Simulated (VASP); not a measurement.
A run of VASP 6.6.1 is set up as follows.

File INCAR:

```
SYSTEM = C
PREC = Accurate
ENCUT = 520
EDIFF = 1E-6
ISMEAR = 0
SIGMA = 0.1
LREAL = .FALSE.
LASPH = .TRUE.
NELM = 60
ALGO = Normal
ISIF = 2
LWAVE = .FALSE.
LCHARG = .FALSE.
LDIPOL = .TRUE.
IDIPOL = 3
DIPOL = 0.5 0.5 0.345
GGA = PE
IVDW = 12
NBANDS = 16
```

File KPOINTS:

```
regular mesh
0
G
  15 15 1
  0 0 0
```

The input POSCAR:

```
C
1.0
    2.4657189590      0.0000000000      0.0000000000
   -1.2328594795      2.1353752571      0.0000000000
    0.0000000000      0.0000000000     17.5000000000
C
4
Direct
    0.3333333333      0.6666666667      0.2571428571
    0.6666666667      0.3333333333      0.2571428571
    0.3333333333      1.0000000000      0.4320000000
    0.0000000000      1.3333333333      0.4320000000
```

Potentials or basis: VASP PAW PBE potentials, release 64 (C).

Command:

```console
$ cat potpaw_PBE.64/C/POTCAR > POTCAR
$ mpirun -np 1 vasp_std > vasp.out
```

(1) Predict the largest force.

(2) Estimate the dispersion energy per atom.

Answers

(1) 0.138 eV/Å.

(2) -0.127 eV.

Caveat: the cell differs from its parent crystal (layers slid over each other).
